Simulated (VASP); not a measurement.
# ScNbTe3 (R32) in VASP: further runs

Runs on ScNbTe3. Level: PBE. Tasks: single point, relaxation of cell and atoms.

All numbers are computed with VASP 6.6.1; they aren't measurements. Logs are shortened: lines on timing, memory, paths and dates and some standing lists are left out, and cuts for length are marked.

### 1 The cell of the first run

Symmetry: R32, No. 155, trigonal system. Conventional cell: a = 7.112 Å, b = 7.112 Å, c = 9.255 Å, α = 90.00°, β = 90.00°, γ = 120.00°. Sc (site symmetry 32) has 12 Te at 3.33 to 3.78 Å and 6 Nb at 4.39 Å within 4.4 Å. Nb (site symmetry 32) has 6 Te at 2.58 Å within 3.4 Å. Te (site symmetry 2) has 2 Nb at 2.58 Å and 4 Sc at 3.33 to 3.78 Å and 8 Te at 3.50 to 3.94 Å within 4.0 Å.

### 2 Single point, PBE

The input, INCAR:

```
  PREC = Accurate
  ENCUT = 520
  EDIFF = 1E-6
  ISMEAR = 0
  SIGMA = 0.1
  LREAL = F
  LASPH = T
  NELM = 60
  ALGO = Normal
  ISIF = 2
  LWAVE = F
  LCHARG = F
  GGA = PE
  NBANDS = 29
```

The input, KPOINTS:

```
regular mesh
0
Gamma
  3 3 3
```

The input, POSCAR:

```
ScNbTe3
1.0
    3.5560328100      2.0530765000      3.0849777000
   -3.5560328100      2.0530765000      3.0849777000
    0.0000000000     -4.1061530000      3.0849777000
Sc Nb Te
1 1 3
Direct
    0.0000000000      0.0000000000      0.0000000000
    0.5000000000      0.5000000000      0.5000000000
    0.0000000000      0.5316793500      0.4683206500
    0.4683206500      0.0000000000      0.5316793500
    0.5316793500      0.4683206500      0.0000000000
```

Potentials or basis: VASP PAW PBE potentials, release 64 (Sc_sv, Nb_sv, Te).

The run is started by

```bash
> cat potpaw_PBE.64/Sc_sv/POTCAR potpaw_PBE.64/Nb_sv/POTCAR potpaw_PBE.64/Te/POTCAR > POTCAR
> mpirun -np 1 vasp_std > vasp.out
```

OUTCAR:

```text
PREC = Accurate
   ENCUT = 520
   EDIFF = 1E-6
   ISMEAR = 0
   LREAL = F
   LASPH = T
   NELM = 60
   ISIF = 2
   GGA = PE

 ion  position               nearest neighbor table
   1  0.000  0.000  0.000-   3 3.33   4 3.33   5 3.33
   2  0.500  0.500  0.500-   5 2.58   5 2.58   3 2.58   4 2.58   4 2.58   3 2.58
   3  0.000  0.532  0.468-   2 2.58   2 2.58   1 3.33   4 3.50   5 3.50   5 3.58   5 3.58   4 3.58
                             4 3.58
   4  0.468  0.000  0.532-   2 2.58   2 2.58   1 3.33   3 3.50   5 3.50   5 3.58   5 3.58   3 3.58
                             3 3.58
   5  0.532  0.468  0.000-   2 2.58   2 2.58   1 3.33   4 3.50   3 3.50   4 3.58   3 3.58   4 3.58
                             3 3.58

  LATTYP: Found a trigonal (rhomboedric) cell.
 ALAT       =     5.1359108121
 COS(alpha) =     0.0412032182

  Lattice vectors:

 A1 = (   3.5560328100,   2.0530765000,   3.0849777000)
 A2 = (  -3.5560328100,   2.0530765000,   3.0849777000)
 A3 = (   0.0000000000,  -4.1061530000,   3.0849777000)

Analysis of symmetry for initial positions (statically):
=====================================================================
 Subroutine PRICEL returns:
 Original cell was already a primitive cell.

 Routine SETGRP: Setting up the symmetry group for a
 trigonal (rhombohedral) supercell.

 Subroutine GETGRP returns: Found  6 space group operations
 (whereof  6 operations were pure point group operations)
 out of a pool of 12 trial point group operations.

The static configuration has the point symmetry D_3 .

Analysis of symmetry for dynamics (positions and initial velocities):
=====================================================================
 Subroutine PRICEL returns:
 Original cell was already a primitive cell.

 Routine SETGRP: Setting up the symmetry group for a
 trigonal (rhombohedral) supercell.

 Subroutine GETGRP returns: Found  6 space group operations
 (whereof  6 operations were pure point group operations)
 out of a pool of 12 trial point group operations.

The dynamic configuration has the point symmetry D_3 .

 Subroutine INISYM returns: Found  6 space group operations
 (whereof  6 operations are pure point group operations),
 and found     1 'primitive' translations

----------------------------------------------------------------------------------------

[... 78 lines left out ...]
   NELM   =     60;   NELMIN=  2; NELMDL= -5     # of ELM steps
   EDIFF  = 0.1E-05   stopping-criterion for ELM
   LREAL  =      F    real-space projection
   EDIFFG = 0.1E-04   stopping-criterion for IOM
   NSW    =      0    number of steps for IOM
   IBRION =     -1    ionic relax: 0-MD 1-quasi-New 2-CG
   NFREE  =      0    steps in history (QN), initial steepest desc. (CG)
   ISIF   =      2    stress and relaxation
   ISYM   =      2    0-nonsym 1-usesym 2-fastsym
   POTIM  = 0.5000    time-step for ionic-motion
   TEBEG  =    0.0;   TEEND  =   0.0 temperature during run
   PSTRESS=    0.0 pullay stress
   NELECT =      42.0000    total number of electrons
   NUPDOWN=      -1.0000    fix difference up-down
   EMIN   =  10.00;   EMAX   =-10.00  energy-range for DOS
   EFERMI =   0.00;   METHOD = LEGACY
   ISMEAR =     0;   SIGMA  =   0.10  broadening in eV -4-tet -1-fermi 0-gaus
   EFERMI_NEDOS =   21; number of points for ismear=-14 and -15
   IALGO  =     38    algorithm
   IMIX   =      4    mixing-type and parameters
     AMIX     =   0.40;   BMIX     =  1.00
     AMIX_MAG =   1.60;   BMIX_MAG =  1.00
  volume/ion in A,a.u.               =      27.03       182.39
  Fermi-wavevector in a.u.,A,eV,Ry     =   1.108919  2.095553 16.731106  1.229702
  Thomas-Fermi vector in A             =   2.245452
   LORBIT       =      0    0 simple, 1 ext, 2 COOP (PROOUT), +10 PAW based schemes
   GGA     = PE    functional components
   LHFCALC =     F    Hartree Fock is set to
   AEXX    =    0.0000 exact exchange contribution
   IVDW    =     0    specifies the selected vdW correction
   LEPSILON=     F    determine dielectric tensor
   LRPA    =     F    only Hartree local field effects (RPA)
 non-spin polarized calculation
 Gauss-broadening in eV      SIGMA  =   0.10
  energy-cutoff  :      520.00
  volume of cell :      135.14
 maximum number of plane-waves:      3654
 NGX is ok and might be reduce to    40
   NGX = 19   NGY = 19   NGZ = 19

 number of electron      41.9999996 magnetization

 Free energy of the ion-electron system (eV)
  ---------------------------------------------------
  ext. energy  EPLUGINS =         0.00000000
  ---------------------------------------------------
  free energy    TOTEN  =       -24.57804657 eV

  energy without entropy =      -24.54669068  energy(sigma->0) =      -24.56236863

 E-fermi :   7.6187     XC(G=0):  -9.9084

 val. band max:        7.5591076546   @ k =  -0.3333   0.3333   0.3333
 cond. band min:       7.6886424696   @ k =   0.3333   0.3333   0.0000
 fundamental gap:      0.1295348150
 Fermi energy:         7.6187348680

 k-point     1 :       0.0000    0.0000    0.0000
  band No.  band energies     occupation
      1     -47.8779      2.00000
      2     -43.6566      2.00000
      3     -24.1482      2.00000
      4     -24.1204      2.00000
      5     -24.1204      2.00000
      6     -22.2692      2.00000
[... 181 lines left out ...]
     28       8.9246      0.00000
     29       9.4057      0.00000

------------------------ aborting loop because EDIFF is reached ----------------------------------------

  FORCE on cell =-STRESS in cart. coord.  units (eV):
  Direction    XX          YY          ZZ          XY          YZ          ZX
  --------------------------------------------------------------------------------------
  -------------------------------------------------------------------------------------
  Total        9.6256372      9.6256372     11.4573501      0.0000000      0.0000000      0.0000000
  in kB      114.1210867    114.1210867    135.8377862      0.0000000      0.0000000      0.0000000
  external PRESSURE =     121.3599865 kB  Pullay stress =       0.0000000 kB

 VOLUME and BASIS-vectors are now :
 -----------------------------------------------------------------------------
  energy-cutoff  :      520.00
  volume of cell :      135.14
      direct lattice vectors                 reciprocal lattice vectors
     3.556032810  2.053076500  3.084977700     0.140606127  0.081178985  0.108050484
    -3.556032810  2.053076500  3.084977700    -0.140606127  0.081178985  0.108050484
     0.000000000 -4.106153000  3.084977700     0.000000000 -0.162357970  0.108050484

 POSITION                                       TOTAL-FORCE (eV/Angst)
 -----------------------------------------------------------------------------------
      0.00000      0.00000      0.00000         0.000000      0.000000     -0.000000
      0.00000      0.00000      4.62747         0.000000      0.000000     -0.000000
     -1.89067     -0.83142      3.08498        -0.467505      0.809743     -0.000000
      1.66536     -1.22166      3.08498        -0.467505     -0.809743     -0.000000
      0.22531      2.05308      3.08498         0.935011     -0.000000      0.000000
 -----------------------------------------------------------------------------------
    total drift:                                0.000000      0.000000     -0.000000

  FREE ENERGIE OF THE ION-ELECTRON SYSTEM (eV)
  ---------------------------------------------------
  free  energy   TOTEN  =       -24.5780465673 eV

  energy  without entropy=      -24.5466906831  energy(sigma->0) =      -24.56236863
```

OSZICAR:

```text
N       E                     dE             d eps       ncg     rms          rms(c)
DAV:   1     0.439085636568E+03    0.43909E+03   -0.18154E+04   348   0.133E+03
DAV:   2     0.315224931370E+02   -0.40756E+03   -0.39819E+03   348   0.443E+02
DAV:   3    -0.230216704498E+02   -0.54544E+02   -0.52271E+02   632   0.133E+02
DAV:   4    -0.279176901970E+02   -0.48960E+01   -0.48205E+01   584   0.327E+01
DAV:   5    -0.281784217683E+02   -0.26073E+00   -0.25904E+00   584   0.697E+00    0.132E+01
DAV:   6    -0.248943527889E+02    0.32841E+01   -0.91653E+00   531   0.179E+01    0.866E+00
DAV:   7    -0.252109085675E+02   -0.31656E+00   -0.91246E+00   542   0.188E+01    0.584E+00
DAV:   8    -0.245826604830E+02    0.62825E+00   -0.16064E+00   531   0.676E+00    0.242E+00
DAV:   9    -0.246306035529E+02   -0.47943E-01   -0.31459E-01   648   0.314E+00    0.197E+00
DAV:  10    -0.246237695726E+02    0.68340E-02   -0.78728E-01   518   0.476E+00    0.143E+00
DAV:  11    -0.245785220515E+02    0.45248E-01   -0.10691E-01   510   0.194E+00    0.300E-01
DAV:  12    -0.245780655495E+02    0.45650E-03   -0.74318E-03   526   0.411E-01    0.883E-02
DAV:  13    -0.245780433036E+02    0.22246E-04   -0.37050E-04   571   0.111E-01    0.377E-02
DAV:  14    -0.245780523410E+02   -0.90374E-05   -0.79357E-05   568   0.454E-02    0.224E-02
DAV:  15    -0.245780466587E+02    0.56823E-05   -0.16619E-05   424   0.228E-02    0.494E-03
DAV:  16    -0.245780465673E+02    0.91490E-07   -0.17552E-06   298   0.711E-03
   1 F= -.24578047E+02 E0= -.24562369E+02  d E =-.313559E-01
```

Run time: 57 s. Hardware: 1 thread of AMD EPYC 7R13, shared host; peak memory 0.22 GiB.

What came out:

* Free energy: -24.5780 eV
* Pressure: 12.1 GPa
* Largest force: 0.935 eV/Å
* Band gap on the k mesh: zero (bands 21 and 22 overlap by 0.51 eV)

Forces in eV/Å, atoms in the order of the input:
```
Sc   0.000  0.000  0.000
Nb   0.000  0.000  0.000
Te  -0.468  0.810  0.000
Te  -0.468 -0.810  0.000
Te   0.935  0.000  0.000
```

Stress tensor (GPa, compression positive):
```
11.41  0.00  0.00
 0.00 11.41  0.00
 0.00  0.00 13.58
```

Levels at points of the mesh, in eV from the Fermi level:
```
           k point  band 19  band 20  band 21  band 22  band 23  band 24
(0.00, 0.00, 0.00)    -1.62    -1.15    -0.46    -0.36    -0.36    -0.08
```

Caveat: the k points lie up to 0.41 Å⁻¹ apart, too coarse for converged energies and pressures of a metal; spin-orbit coupling is left out, which moves the levels of the heavy elements.

### 3 Single point, PBE

This run uses another cell than the first one, of 31.40 Å³/atom.

The input, INCAR:

```
ALGO = Normal ; EDIFF = 1E-6
ENCUT = 520 ; GGA = PE
ISIF = 2 ; ISMEAR = 0
LASPH = True ; LCHARG = False
LREAL = False ; LWAVE = False
NBANDS = 29 ; NELM = 100
PREC = Accurate ; SIGMA = 0.1
```

The input, KPOINTS:

```
k-points
0
Gamma
  3 3 3
```

The input, POSCAR:

```
ScNbTe3
1.0
    3.5884028080      2.0717653271      3.5200285353
   -3.5884028080      2.0717653271      3.5200285353
    0.0000000000     -4.1435306543      3.5200285353
Sc Nb Te
1 1 3
Direct
    0.0000000000      0.0000000000      0.0000000000
    0.5000000000      0.5000000000      0.5000000000
    0.0000000000      0.6037949930      0.3962050070
    0.3962050070      0.0000000000      0.6037949930
    0.6037949930      0.3962050070      0.0000000000
```

Potentials or basis: VASP PAW PBE potentials, release 64 (Sc_sv, Nb_sv, Te).

The run is started by

```bash
> cat potpaw_PBE.64/Sc_sv/POTCAR potpaw_PBE.64/Nb_sv/POTCAR potpaw_PBE.64/Te/POTCAR > POTCAR
> mpirun -np 1 vasp_std > vasp.out
```

OUTCAR:

```text
EDIFF = 1E-6
   ENCUT = 520
   GGA = PE
   ISIF = 2
   ISMEAR = 0
   LASPH = True
   LREAL = False
   NELM = 100
   PREC = Accurate

 ion  position               nearest neighbor table
   1  0.000  0.000  0.000-   3 2.84   4 2.84   5 2.84
   2  0.500  0.500  0.500-   3 2.82   4 2.82   5 2.82   5 2.82   4 2.82   3 2.82
   3  0.000  0.604  0.396-   2 2.82   2 2.82   1 2.84   4 3.61   5 3.61
   4  0.396  0.000  0.604-   2 2.82   2 2.82   1 2.84   3 3.61   5 3.61
   5  0.604  0.396  0.000-   2 2.82   2 2.82   1 2.84   4 3.61   3 3.61
[... 375 lines left out ...]
  --------------------------------------------------------------------------------------
  -------------------------------------------------------------------------------------
  Total       -0.0618426     -0.0618426     -0.0563034     -0.0000000      0.0000000      0.0000000
  in kB       -0.6310428     -0.6310428     -0.5745208     -0.0000000      0.0000000      0.0000000
  external PRESSURE =      -0.6122021 kB  Pullay stress =       0.0000000 kB

 VOLUME and BASIS-vectors are now :
 -----------------------------------------------------------------------------
  energy-cutoff  :      520.00
  volume of cell :      157.01
      direct lattice vectors                 reciprocal lattice vectors
     3.588402808  2.071765327  3.520028535     0.139337757  0.080446692  0.094696202
    -3.588402808  2.071765327  3.520028535    -0.139337757  0.080446692  0.094696202
     0.000000000 -4.143530654  3.520028535     0.000000000 -0.160893384  0.094696202

 POSITION                                       TOTAL-FORCE (eV/Angst)
 -----------------------------------------------------------------------------------
      0.00000      0.00000      0.00000         0.000000      0.000000     -0.000000
      0.00000     -0.00000      5.28004         0.000000      0.000000     -0.000000
     -2.16666     -0.39077      3.52003         0.006986     -0.012100     -0.000000
      1.42174     -1.68100      3.52003         0.006986      0.012100     -0.000000
      0.74492      2.07177      3.52003        -0.013972      0.000000      0.000000
 -----------------------------------------------------------------------------------
    total drift:                               -0.000000      0.000000      0.000000

  FREE ENERGIE OF THE ION-ELECTRON SYSTEM (eV)
  ---------------------------------------------------
  free  energy   TOTEN  =       -26.6753529449 eV

  energy  without entropy=      -26.6280958701  energy(sigma->0) =      -26.65172441
```

stdout:

```text
POSCAR found type information on POSCAR ScNbTe
 POSCAR found :  3 types and       5 ions
 scaLAPACK will be used
 LDA part: xc-table for (Slater+PW92), standard interpolation
 POSCAR, INCAR and KPOINTS ok, starting setup
 FFT: planning ... GRIDC
 FFT: planning ... GRID_SOFT
 FFT: planning ... GRID
 WAVECAR not read
 entering main loop
```

Wall time 59 s (1 thread of AMD EPYC 7R13, shared host); peak memory 0.22 GiB.

Results:

```
Free energy            : -26.6754 eV
Pressure               : -0.1 GPa
Largest force          : 0.014 eV/Å
Band gap on the k mesh : zero (bands 21 and 22 overlap by 0.17 eV)
```

Forces in eV/Å, atoms in the order of the input:
```
Sc   0.000  0.000  0.000
Nb   0.000  0.000  0.000
Te   0.007 -0.012  0.000
Te   0.007  0.012  0.000
Te  -0.014  0.000  0.000
```

Caveat: the k points lie up to 0.39 Å⁻¹ apart; spin-orbit coupling is left out, which moves the levels of the heavy elements.

### 4 Relaxation of cell and atoms, PBE

The input, INCAR:

```
PREC = Accurate ; ENCUT = 600
EDIFF = 1E-6 ; ISMEAR = 0
SIGMA = 0.1 ; LREAL = False
LASPH = True ; NELM = 100
ALGO = Normal ; ISIF = 3
LWAVE = False ; LCHARG = False
GGA = PE ; IBRION = 2
NSW = 90 ; EDIFFG = -0.04
```

The input, KPOINTS:

```
Automatic mesh
0
Gamma
  3 3 3
```

The input, POSCAR:

```
ScNbTe3
1.0
    3.5560328100      2.0530765000      3.0849777000
   -3.5560328100      2.0530765000      3.0849777000
    0.0000000000     -4.1061530000      3.0849777000
Sc Nb Te
1 1 3
Direct
    0.0000000000      0.0000000000      0.0000000000
    0.5000000000      0.5000000000      0.5000000000
    0.0000000000      0.5316793500      0.4683206500
    0.4683206500      0.0000000000      0.5316793500
    0.5316793500      0.4683206500      0.0000000000
```

The run is started by

```bash
> cat potpaw_PBE.64/Sc_sv/POTCAR potpaw_PBE.64/Nb_sv/POTCAR potpaw_PBE.64/Te/POTCAR > POTCAR
> mpirun -np 1 vasp_std > vasp.out
```

It took 14 min on 1 thread of AMD EPYC 7R13, shared host; peak memory 0.26 GiB.

It converged, with:

```
Free energy                           : -26.6723 eV
Relaxed volume                        : 31.36 Å³/atom
Relaxed cell                          : a = 5.435 Å, b = 5.435 Å, c = 5.435 Å, α = 82.56°, β = 82.56°, γ = 82.56°
Space group after relaxing (to 0.1 Å) : R32 (No. 155)
Pressure after relaxing               : 0.0 GPa
Largest force after relaxing          : 0.005 eV/Å
Band gap on the k mesh                : zero (bands 21 and 22 overlap by 0.17 eV)
```

Forces on the atoms (eV/Å):
```
Sc   0.000  0.000  0.000
Nb   0.000  0.000  0.000
Te   0.003 -0.004  0.000
Te   0.003  0.004  0.000
Te  -0.005  0.000  0.000
```

Final structure:
```
Sc Nb Te
1.0
     3.58570    2.07020    3.52084
    -3.58570    2.07020    3.52084
     0.00000   -4.14041    3.52084
Sc Nb Te
1 1 3
Direct
  0.00000 0.00000 0.00000
  0.50000 0.50000 0.50000
  0.00000 0.60351 0.39649
  0.39649 0.00000 0.60351
  0.60351 0.39649 0.00000
```

Levels at points of the mesh, in eV from the Fermi level:
```tsv
k point	band 17	band 18	band 19	band 20	band 21	band 22	band 23	band 24	band 25
(0.00, 0.00, 0.00)	-2.93	-1.75	-1.75	-0.49	-0.43	0.12	0.12	0.25	0.71
```

Caveat: the k points lie up to 0.39 Å⁻¹ apart in the final cell; the volume moved by over 15 % at a fixed basis, so the end points are rough; spin-orbit coupling is left out, which moves the levels of the heavy elements.

### 5 The runs side by side

| task | cell | cutoff (eV) | gap on the mesh (eV) | pressure (GPa) | largest force (eV/Å) |
| --- | --- | --- | --- | --- | --- |
| single point | a = 5.136 Å, angles 87.6°, 5 atoms, atomic positions A | 520 | none | 12.1 | 0.94 |
| single point | a = 5.437 Å, angles 82.6°, 5 atoms, atomic positions B | 520 | none | -0.1 | 0.01 |
| relaxation of cell and atoms | relaxed from a = 5.136 Å, angles 87.6°, 5 atoms, atomic positions A | 600 | none | 0.0 | 0.01 |

Alike in all rows: level PBE; potentials or basis VASP PAW PBE potentials, release 64 (Sc_sv, Nb_sv, Te); no spin polarisation; k mesh 3 × 3 × 3; smearing gaussian 0.1 eV.

Caveats: all runs use coarse meshes; spin-orbit coupling is left out, which moves the levels of the heavy elements; the volume moved by over 15 % at a fixed basis, so the end points are rough (at least some runs).

Absolute energies hang on the potentials; compare differences alone.
